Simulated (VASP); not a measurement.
Wanted: the native input for a VASP 6.6.1 run.

```
Task                   : relaxation of cell and atoms
Functional             : PBE
Potentials or basis    : VASP PAW PBE potentials, release 64 (Li_sv, H)
Cutoff                 : 600 eV
k mesh                 : 16 × 10 × 6
Occupations            : fermi-dirac, width 0.15 eV
Spin                   : no spin polarisation
Dipole correction      : no
Further INCAR settings : ALGO = Normal; EDIFF = 1e-06; IBRION = 2; EDIFFG = -0.001; NSW = 80; ISIF = 3
```

The structure of Li2H lies in POSCAR:

```
Li2H
1.0
    2.8228844800      0.0000000000      0.0000000000
    0.0000000000      4.1771411913      0.0000000000
    0.0000000000      0.0000000000      5.9846489786
Li H
4 2
Direct
    0.5000000000      0.0000000000      0.3933023466
    0.0000000000      0.5000000000      0.1468004337
    0.5000000000      0.0000000000      0.8531995663
    0.0000000000      0.5000000000      0.6066976534
    0.5000000000      0.5000000000      0.3898066524
    0.0000000000      0.0000000000      0.6101933476
```

These files were run (other wordings do the same):

INCAR

```
PREC     = Accurate       # precision mode
ENCUT    = 600            # plane-wave cutoff, eV
EDIFF    = 1E-6           # SCF threshold, eV
ISMEAR   = -1             # smearing method
SIGMA    = 0.15           # smearing width, eV
LREAL    = F              # projectors in reciprocal space
LASPH    = T              # aspherical terms in the spheres
NELM     = 100            # most SCF steps
ALGO     = Normal         # electronic algorithm
ISIF     = 3              # what is computed and relaxed
LWAVE    = F              # write WAVECAR
LCHARG   = F              # write CHGCAR
GGA      = PE             # functional
IBRION   = 2              # ionic algorithm
NSW      = 80             # ionic steps
EDIFFG   = -0.001         # ionic threshold
```

KPOINTS

```
regular mesh
0
Gamma
  16 10 6
```

Potentials or basis: VASP PAW PBE potentials, release 64 (Li_sv, H).

Launch:

```sh
$ cat potpaw_PBE.64/Li_sv/POTCAR potpaw_PBE.64/H/POTCAR > POTCAR
$ mpirun -np 1 vasp_std > vasp.out
```

It gave:

* Relaxed volume: 11.69 Å³/atom
* Relaxed cell: a = 2.822 Å, b = 4.158 Å, c = 5.977 Å, α = 90.00°, β = 90.00°, γ = 90.00°
* Space group after relaxing (to 0.1 Å): Pmmn (No. 59)
* Energy gained by relaxing: 0.0 meV/atom
* Ionic steps: 11
* Pressure after relaxing: 0.0 GPa
* Band gap on the k mesh: zero (bands 7 and 8 overlap by 4.24 eV)

Caveat: the cutoff is under 1.25 times the usual one of these potentials, so pressure, stress and relaxed cells hold a basis-set (Pulay) error.

Run time: 14 min on 1 thread of Intel Xeon 8259CL (shared host), peak memory 0.32 GiB.
